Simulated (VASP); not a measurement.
# Tc (P6_3/mmc) in VASP: further runs, part 2 of 2

VASP 6.6.1. Earlier steps stand in the parts before.

## Step 4: Relaxation of cell and atoms, PBEsol+D4

File INCAR:

```
  PREC = Accurate
  ENCUT = 600
  EDIFF = 1E-7
  ISMEAR = -1
  SIGMA = 0.05
  LREAL = F
  LASPH = T
  NELM = 80
  ALGO = Normal
  ISIF = 3
  LWAVE = F
  LCHARG = F
  GGA = PS
  IVDW = 13
  IBRION = 2
  NSW = 60
  EDIFFG = -0.01
```

File KPOINTS:

```
Automatic mesh
0
Gamma
  11 11 3
```

File POSCAR:

```
Tc
1.0
    2.7393552909      0.0000000000      0.0000000000
   -1.3696776454      2.3723512719      0.0000000000
    0.0000000000      0.0000000000      8.7696844400
Tc
4
Direct
    0.6666666667      0.3333333333      0.7500000000
    0.0000000000      0.0000000000      0.5000000000
    0.3333333333      0.6666666667      0.2500000000
    0.0000000000      0.0000000000      0.0000000000
```

Potentials or basis: VASP PAW PBE potentials, release 64 (Tc_pv).

Launch:

```bash
cat potpaw_PBE.64/Tc_pv/POTCAR > POTCAR
mpirun -np 1 vasp_std > vasp.out
```

OUTCAR:

```text
PREC = Accurate
   ENCUT = 600
   EDIFF = 1E-7
   ISMEAR = -1
   LREAL = F
   LASPH = T
   NELM = 80
   ISIF = 3
   GGA = PS
   IVDW = 13
   IBRION = 2
   NSW = 60
   EDIFFG = -0.01

 ion  position               nearest neighbor table
   1  0.667  0.333  0.750-   2 2.70   4 2.70   2 2.70   4 2.70   2 2.70   4 2.70
   2  0.000  0.000  0.500-   1 2.70   3 2.70   3 2.70   1 2.70   1 2.70   3 2.70
   3  0.333  0.667  0.250-   2 2.70   4 2.70   2 2.70   4 2.70   2 2.70   4 2.70
   4  0.000  0.000  0.000-   1 2.70   3 2.70   3 2.70   1 2.70   1 2.70   3 2.70

  LATTYP: Found a hexagonal cell.
 ALAT       =     2.7393552909
 C/A-ratio  =     3.2013680259

  Lattice vectors:

 A1 = (   2.7393552909,   0.0000000000,   0.0000000000)
 A2 = (  -1.3696776454,   2.3723512719,   0.0000000000)
 A3 = (   0.0000000000,   0.0000000000,   8.7696844400)

Analysis of symmetry for initial positions (statically):
=====================================================================
 Subroutine PRICEL returns:
 Original cell was already a primitive cell.

 Routine SETGRP: Setting up the symmetry group for a
 hexagonal supercell.

 Subroutine GETGRP returns: Found 24 space group operations
 (whereof 12 operations were pure point group operations)
 out of a pool of 24 trial point group operations.

The static configuration has the point symmetry D_3d.
 The point group associated with its full space group is D_6h.

Analysis of symmetry for dynamics (positions and initial velocities):
[... 151 lines left out ...]
 maximum number of plane-waves:      1943
 NGX is ok and might be reduce to    24
   NGX = 11   NGY = 11   NGZ = 35

--------------------------------------- Ionic step        1  -------------------------------------------

 number of electron      52.0000010 magnetization

 Free energy of the ion-electron system (eV)
  ---------------------------------------------------
  ext. energy  EPLUGINS =         0.00000000
  ---------------------------------------------------
  free energy    TOTEN  =       -45.05289064 eV

  energy without entropy =      -45.02779921  energy(sigma->0) =      -45.04034492

------------------------ aborting loop because EDIFF is reached ----------------------------------------

  DFT-D4 for vdW energy calculation

  Edisp (eV):   -1.41367
[... 327 lines left out ...]
--------------------------------------- Ionic step        9  -------------------------------------------

 number of electron      52.0000003 magnetization

 Free energy of the ion-electron system (eV)
  ---------------------------------------------------
  ext. energy  EPLUGINS =         0.00000000
  ---------------------------------------------------
  free energy    TOTEN  =       -45.06548342 eV

  energy without entropy =      -45.04042816  energy(sigma->0) =      -45.05295579

 E-fermi :  13.1636     XC(G=0): -14.1458

 val. band max:       13.1548973479   @ k =   0.0909   0.0000   0.0000
 cond. band min:      13.1921725419   @ k =   0.3636  -0.0000   0.0000
 fundamental gap:      0.0372751941
 Fermi energy:        13.1636466177

 k-point     1 :       0.0000    0.0000    0.0000
  band No.  band energies     occupation
      1     -26.4090      2.00000
      2     -25.7411      2.00000
      3     -25.6412      2.00000
      4     -25.1513      2.00000
      5     -25.1513      2.00000
      6     -25.0576      2.00000
[... 805 lines left out ...]
     30      14.0145      0.00000
     31      14.6023      0.00000

 [... further k-points ...]

------------------------ aborting loop because EDIFF is reached ----------------------------------------

  DFT-D4 for vdW energy calculation

  Edisp (eV):   -1.45234
[... 27 lines left out ...]
  FREE ENERGIE OF THE ION-ELECTRON SYSTEM (eV)
  ---------------------------------------------------
  free  energy   TOTEN  =       -46.5178272844 eV

  energy  without entropy=      -46.4927720282  energy(sigma->0) =      -46.50529966

 reached required accuracy - stopping structural energy minimisation
```

It took 3.3 min on 1 thread of Intel Xeon 6975P-C (Granite Rapids), shared host; peak memory 0.23 GiB.

Results:

* Free energy: -46.5178 eV
* Relaxed volume: 13.83 Å³/atom
* Relaxed cell: a = 2.708 Å, b = 2.708 Å, c = 8.711 Å, α = 90.00°, β = 90.00°, γ = 120.00°
* Space group after relaxing (to 0.05 Å): P6_3/mmc (No. 194)
* Energy gained by relaxing: 12.8 meV/atom
* Ionic steps: 9
* Pressure after relaxing: 0.0 GPa
* Band gap on the k mesh: zero (band 26 reaches 15.00 eV, above the bottom of band 27 at 11.96 eV)
* Dispersion energy per atom: -0.363 eV

Step by step:
```tsv
step	energy change (eV)	largest force (eV/Å)	pressure (GPa)	volume (Å³)
1	0.0000	0.0000	-9.43	56.99
2	0.5136	0.0000	39.53	50.35
3	-0.0508	0.0000	-0.37	55.39
4	-0.0509	0.0000	0.01	55.33
5	-0.0508	0.0000	0.20	55.30
6	-0.0512	0.0000	0.15	55.30
7	-0.0513	0.0000	0.17	55.30
8	-0.0512	0.0000	-0.37	55.39
9	-0.0513	0.0000	0.04	55.32
```

Final structure:
```xyz
4
Lattice="2.7080 0.0000 0.0000 -1.3540 2.3452 0.0000 0.0000 0.0000 8.7111" Properties=species:S:1:pos:R:3 pbc="T T T"
Tc    1.3540    0.7817    6.5333
Tc    0.0000    0.0000    4.3555
Tc    0.0000    1.5635    2.1778
Tc    0.0000    0.0000    0.0000
```

Levels at points of the mesh, in eV from the Fermi level:
```csv
k point,band 22,band 23,band 24,band 25,band 26,band 27,band 28,band 29,band 30,band 31
"(0.00, 0.00, 0.00)",-1.93,-1.64,-1.33,-1.33,-1.20,-1.20,0.30,0.30,1.05,1.05
```

Caveat: the PAW data sets were made with another functional, which shifts forces and pressure a little; pairwise dispersion overbinds metals, which lowers pressure and volume.

## Step 5: Single point, r2SCAN

POSCAR is that of step 4.

File INCAR.step1:

```
PREC = Accurate ; ENCUT = 550
ISMEAR = -1 ; SIGMA = 0.05
LREAL = F ; LASPH = T
NELM = 120 ; NBANDS = 34
GGA = PE ; ALGO = Normal
EDIFF = 1E-5 ; LWAVE = T
LCHARG = F ; GGA_COMPAT = F
```

File INCAR.step2:

```
PREC = Accurate ; ENCUT = 550
EDIFF = 1E-6 ; ISMEAR = -1
SIGMA = 0.05 ; LREAL = F
LASPH = T ; NELM = 120
ALGO = Normal ; ISIF = 2
LWAVE = F ; LCHARG = F
METAGGA = R2SCAN ; LMIXTAU = T
NBANDS = 34 ; ISTART = 1
GGA_COMPAT = F
```

File KPOINTS:

```
regular mesh
0
Gamma
  11 11 3
```

Launch:

```bash
cat potpaw_PBE.64/Tc_pv/POTCAR > POTCAR
cp INCAR.step1 INCAR
mpirun -np 1 vasp_std > vasp.out
cp INCAR.step2 INCAR
mpirun -np 1 vasp_std > vasp.out
```

Run time: 4.3 min. Hardware: 1 thread of Intel Xeon Platinum 8488C (Sapphire Rapids), shared host; peak memory 0.22 GiB.

Results (log left out):

```yaml
Free_energy: -103.8964 eV
Pressure: -0.2 GPa
Band_gap_on_the_k_mesh: zero (band 26 reaches 14.47 eV, above the bottom of band 27 at 11.51 eV)
```

Stress tensor (GPa, compression positive):
```
-0.95  0.00  0.00
 0.00 -0.95  0.00
 0.00  0.00  1.45
```

Levels at points of the mesh, in eV from the Fermi level:
```tsv
k point	band 22	band 23	band 24	band 25	band 26	band 27	band 28	band 29	band 30	band 31
(0.00, 0.00, 0.00)	-1.95	-1.59	-1.31	-1.31	-1.21	-1.21	0.33	0.33	1.06	1.06
```

Caveat: the PAW data sets were made with another functional, which shifts forces and pressure a little.

## Step 6: Summary

```csv
task,level,cell,cutoff (eV),gap on the mesh (eV),pressure (GPa),relaxed volume (Å³/atom)
relaxation of cell and atoms,PBEsol,relaxed,600,none,0.0,13.99
relaxation of cell and atoms,PBEsol+D3(BJ),relaxed,600,none,0.0,13.68
relaxation of cell and atoms,PBEsol+D4,relaxed,600,none,0.0,13.83
single point,r2SCAN,as given,550,none,-0.2,-
```

Alike in all rows: potentials or basis VASP PAW PBE potentials, release 64 (Tc_pv); no spin polarisation; k mesh 11 × 11 × 3; smearing fermi-dirac 0.05 eV.

Caveats: the PAW data sets were made with another functional, which shifts forces and pressure a little; pairwise dispersion overbinds metals, which lowers pressure and volume (some runs).

Absolute energies hang on the potentials; compare differences alone.
